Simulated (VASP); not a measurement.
Here is a VASP 6.6.1 calculation.

Contents of INCAR:

```
SYSTEM = MoS2
ALGO = Normal ; EDIFF = 1E-7
ENCUT = 520 ; GGA = PE
ISIF = 2 ; ISMEAR = 0
IVDW = 12 ; LASPH = .True.
LCHARG = .False. ; LREAL = .False.
LWAVE = .False. ; NBANDS = 20
NELM = 80 ; PREC = Accurate
SIGMA = 0.15
```

Contents of KPOINTS:

```
k-points
0
Gamma
  15 15 15
  0 0 0
```

POSCAR

```
MoS2
1.0
    1.5671157387      0.8414404650      5.9549887142
   -1.5671157387      0.8414404650      5.9549887142
    0.0000000000     -1.6828809301      5.9549887142
Mo S
1 2
Direct
    0.0000000000      0.0000000000      0.0000000000
    0.7563704478      0.7563704478      0.7563704478
    0.2436295522      0.2436295522      0.2436295522
```

Potentials or basis: VASP PAW PBE potentials, release 64 (Mo_sv, S).

The run is started by

```bash
$ cat potpaw_PBE.64/Mo_sv/POTCAR potpaw_PBE.64/S/POTCAR > POTCAR
$ mpirun -np 1 vasp_std > vasp.out
```

(1) Estimate the largest force.

(2) Predict the dispersion energy per atom.

(3) Estimate the band gap on the k mesh.

(4) What does it give for the pressure?

Answers

(1) 1.040 eV/Å.

(2) -0.484 eV.

(3) zero (bands 13 and 14 overlap by 0.53 eV).

(4) 12.8 GPa.

Caveat: the stress differs along the axes, from 3 to 25 GPa; forces of over 1 eV/Å act on the atoms, so gaps and moduli don't describe the material at rest.
